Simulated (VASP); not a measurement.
# GaMo (P4/nmm) in VASP: a series of runs, part 2 of 2

VASP 6.6.1. The steps go on from the part before.

### Step 3. Relaxation of shape and atoms at fixed volume, PBE (14.15 Å³/atom)

This run uses another cell than the first one, of 14.15 Å³/atom.

INCAR

```
SYSTEM = GaMo
  PREC = Accurate
  ENCUT = 600
  EDIFF = 1E-6
  ISMEAR = 0
  SIGMA = 0.1
  LREAL = .FALSE.
  LASPH = .TRUE.
  NELM = 80
  ALGO = Fast
  ISIF = 4
  LWAVE = .FALSE.
  LCHARG = .FALSE.
  GGA = PE
  IBRION = 2
  NSW = 50
  EDIFFG = -0.01
```

KPOINTS

```
regular mesh
0
G
  12 12 6
  0 0 0
```

POSCAR

```
GaMo
1.0
    3.1939969779      0.0000000000      0.0000000000
    0.0000000000      3.1939969779      0.0000000000
    0.0000000000      0.0000000000      5.5487695068
Ga Mo
2 2
Direct
    0.0000000000      0.5000000000      0.6199813402
    0.5000000000      0.0000000000      0.3800186598
    0.5000000000      0.0000000000      0.8812245194
    0.0000000000      0.5000000000      0.1187754806
```

Potentials or basis: VASP PAW PBE potentials, release 64 (Ga_d, Mo_sv).

The run is started by

```console
$ cat potpaw_PBE.64/Ga_d/POTCAR potpaw_PBE.64/Mo_sv/POTCAR > POTCAR
$ mpirun -np 1 vasp_std > vasp.out
```

OUTCAR:

```text
SYSTEM = GaMo
   PREC = Accurate
   ENCUT = 600
   EDIFF = 1E-6
   ISMEAR = 0
   LREAL = .FALSE.
   LASPH = .TRUE.
   NELM = 80
   ISIF = 4
   GGA = PE
   IBRION = 2
   NSW = 50
   EDIFFG = -0.01

 ion  position               nearest neighbor table
   1  0.000  0.500  0.620-   2 2.62   2 2.62   2 2.62   2 2.62   3 2.68   3 2.68   3 2.68   3 2.68
                             4 2.77   4 2.78
   2  0.500  0.000  0.380-   1 2.62   1 2.62   1 2.62   1 2.62   4 2.68   4 2.68   4 2.68   4 2.68
                             3 2.77   3 2.78
   3  0.500  0.000  0.881-   4 2.62   4 2.62   4 2.62   4 2.62   1 2.68   1 2.68   1 2.68   1 2.68
                             2 2.77   2 2.78
   4  0.000  0.500  0.119-   3 2.62   3 2.62   3 2.62   3 2.62   2 2.68   2 2.68   2 2.68   2 2.68
                             1 2.77   1 2.78

  LATTYP: Found a simple tetragonal cell.
 ALAT       =     3.1939969779
 C/A-ratio  =     1.7372494543

  Lattice vectors:

 A1 = (   3.1939969779,   0.0000000000,   0.0000000000)
 A2 = (   0.0000000000,   3.1939969779,   0.0000000000)
 A3 = (   0.0000000000,   0.0000000000,   5.5487695068)

Analysis of symmetry for initial positions (statically):
=====================================================================
[... 188 lines left out ...]
  -------------------------------------------------------------------------------------
  Total        7.1234868      7.1234868      7.3392951      0.0000000      0.0000000      0.0000000
  in kB      201.6218154    201.6218154    207.7300132      0.0000000      0.0000000      0.0000000
  external PRESSURE =     203.6578813 kB  Pullay stress =       0.0000000 kB
[... 101 lines left out ...]
--------------------------------------- Ionic step        4  -------------------------------------------

 number of electron      54.0000011 magnetization

 Free energy of the ion-electron system (eV)
  ---------------------------------------------------
  ext. energy  EPLUGINS =         0.00000000
  ---------------------------------------------------
  free energy    TOTEN  =       -27.61847738 eV

  energy without entropy =      -27.60773920  energy(sigma->0) =      -27.61310829

 E-fermi :  10.9065     XC(G=0): -13.2598

 val. band max:       10.8904000787   @ k =   0.3333   0.3333   0.1667
 cond. band min:      10.9100606615   @ k =   0.3333   0.0833   0.5000
 fundamental gap:      0.0196605828
 Fermi energy:        10.9064763420

 k-point     1 :       0.0000    0.0000    0.0000
  band No.  band energies     occupation
      1     -49.7620      2.00000
      2     -49.4040      2.00000
      3     -24.0506      2.00000
      4     -24.0506      2.00000
      5     -23.9430      2.00000
      6     -23.4993      2.00000
[... 829 lines left out ...]
     31      13.5226      0.00000
     32      13.9345      0.00000

 [... further k-points ...]

------------------------ aborting loop because EDIFF is reached ----------------------------------------

  FORCE on cell =-STRESS in cart. coord.  units (eV):
  Direction    XX          YY          ZZ          XY          YZ          ZX
  --------------------------------------------------------------------------------------
  -------------------------------------------------------------------------------------
  Total        7.0622832      7.0622832      7.0601257      0.0000000     -0.0000000      0.0000000
  in kB      199.8895185    199.8895185    199.8284543      0.0000000     -0.0000000      0.0000000
  external PRESSURE =     199.8691638 kB  Pullay stress =       0.0000000 kB
[... 19 lines left out ...]
  FREE ENERGIE OF THE ION-ELECTRON SYSTEM (eV)
  ---------------------------------------------------
  free  energy   TOTEN  =       -27.6184773845 eV

  energy  without entropy=      -27.6077391987  energy(sigma->0) =      -27.61310829

 reached required accuracy - stopping structural energy minimisation
```

Run time: 15 min. Hardware: 1 thread of Intel Xeon 8259CL, shared host; peak memory 0.32 GiB.

Results:

```
Free energy                  : -27.6185 eV
Energy gained by relaxing    : 0.5 meV/atom
Ionic steps                  : 4
Pressure after relaxing      : 20.0 GPa
Largest force after relaxing : 0.004 eV/Å
Band gap on the k mesh       : zero (bands 27 and 28 overlap by 2.26 eV)
```

Forces in eV/Å, atoms in the order of the input:
```
Ga   0.000  0.000 -0.004
Ga   0.000  0.000  0.004
Mo   0.000  0.000  0.003
Mo   0.000  0.000 -0.003
```

Step by step:
```tsv
step	energy change (eV)	largest force (eV/Å)	pressure (GPa)	volume (Å³)
1	0.0000	0.2099	20.37	56.61
2	-0.0012	0.1562	19.91	56.61
3	-0.0018	0.0502	20.07	56.61
4	-0.0020	0.0038	19.99	56.61
```

Final structure:
```
Ga Mo
1.0
     3.19149    0.00000    0.00000
     0.00000    3.19149    0.00000
     0.00000    0.00000    5.55750
Ga Mo
2 2
Direct
  0.00000 0.50000 0.61899
  0.50000 0.00000 0.38101
  0.50000 0.00000 0.88017
  0.00000 0.50000 0.11983
```

Levels at points of the mesh, in eV from the Fermi level:
```tsv
k point	band 23	band 24	band 25	band 26	band 27	band 28	band 29	band 30	band 31	band 32
(0.00, 0.00, 0.00)	-1.13	-0.95	-0.95	-0.80	0.19	0.85	0.85	3.10	3.37	3.37
(0.50, 0.00, 0.00)	-2.12	-2.12	-1.14	-1.14	0.63	0.63	2.34	2.34	2.41	2.41
(0.50, 0.50, 0.00)	-1.53	-1.53	-1.07	-1.07	-0.94	-0.94	2.32	2.32	2.58	2.58
(0.00, 0.00, 0.50)	-0.80	-0.49	-0.49	-0.38	-0.38	-0.11	0.06	3.27	3.91	6.07
(0.50, 0.00, 0.50)	-3.18	-3.18	-2.25	-2.25	1.32	1.32	2.92	2.92	2.93	2.93
(0.50, 0.50, 0.50)	-2.53	-2.53	-2.29	-2.29	1.29	1.29	2.17	2.17	2.58	2.58
```

### Step 4. Single point, PBE (14.15 Å³/atom)

This run uses another cell than the first one, of 14.15 Å³/atom.

INCAR

```
SYSTEM = GaMo
PREC = Accurate
ENCUT = 520
EDIFF = 1E-7
ISMEAR = 0
SIGMA = 0.1
LREAL = .False.
LASPH = .True.
NELM = 100
ALGO = Fast
ISIF = 2
LWAVE = .False.
LCHARG = .False.
GGA = PE
NBANDS = 35
```

KPOINTS

```
regular mesh
0
Gamma
  12 12 6
  0 0 0
```

POSCAR

```
GaMo
1.0
    3.1919208952      0.0000000000      0.0000000000
    0.0000000000      3.1919208952      0.0000000000
    0.0000000000      0.0000000000      5.5559898928
Ga Mo
2 2
Direct
    0.0000000000      0.5000000000      0.6189951728
    0.5000000000      0.0000000000      0.3810048272
    0.5000000000      0.0000000000      0.8802388441
    0.0000000000      0.5000000000      0.1197611559
```

The run is started by

```console
$ cat potpaw_PBE.64/Ga_d/POTCAR potpaw_PBE.64/Mo_sv/POTCAR > POTCAR
$ mpirun -np 1 vasp_std > vasp.out
```

Wall time 3.8 min (1 thread of Intel Xeon Platinum 8259CL at 2.50GHz (Skylake/Cascade Lake), shared host); peak memory 0.29 GiB.

The run converged. Its results:

| Quantity | Value |
| --- | --- |
| Free energy | -27.6187 eV |
| Pressure | 20.1 GPa |
| Largest force | 0.012 eV/Å |
| Band gap on the k mesh | zero (bands 27 and 28 overlap by 2.27 eV) |

Forces in eV/Å, atoms in the order of the input:
```
Ga   0.000  0.000 -0.012
Ga   0.000  0.000  0.012
Mo   0.000  0.000 -0.009
Mo   0.000  0.000  0.009
```

Levels at points of the mesh, in eV from the Fermi level:
```
           k point  band 25  band 26  band 27  band 28  band 29  band 30
(0.00, 0.00, 0.00)    -0.95    -0.81     0.19     0.84     0.84     3.09
(0.50, 0.00, 0.00)    -1.14    -1.14     0.64     0.64     2.34     2.34
(0.50, 0.50, 0.00)    -1.07    -1.07    -0.95    -0.95     2.32     2.32
(0.00, 0.00, 0.50)    -0.49    -0.38    -0.38    -0.11     0.06     3.28
(0.50, 0.00, 0.50)    -2.25    -2.25     1.32     1.32     2.92     2.92
(0.50, 0.50, 0.50)    -2.29    -2.29     1.28     1.28     2.17     2.17
```

Caveat: the cell stands under pressure.

### Step 5. The runs side by side

```tsv
task	cell	cutoff (eV)	gap on the mesh (eV)	pressure (GPa)
relaxation of shape and atoms at fixed volume	relaxed from a = 3.156, b = 3.156, c = 5.494 Å, 4 atoms, atomic positions A	600	none	29.2
relaxation of shape and atoms at fixed volume	relaxed from a = 3.194, b = 3.194, c = 5.549 Å, 4 atoms, atomic positions B	600	none	20.0
single point	a = 3.192, b = 3.192, c = 5.556 Å, 4 atoms, atomic positions A	520	none	20.1
```

Alike in all rows: level PBE; potentials or basis VASP PAW PBE potentials, release 64 (Ga_d, Mo_sv); no spin polarisation; k mesh 12 × 12 × 6; smearing gaussian 0.1 eV.

Caveats: the cell stands under pressure (at least some runs).

Absolute energies hang on the potentials; compare differences alone.

The gap in the log of VASP goes by the Fermi energy; the results here count the filled bands.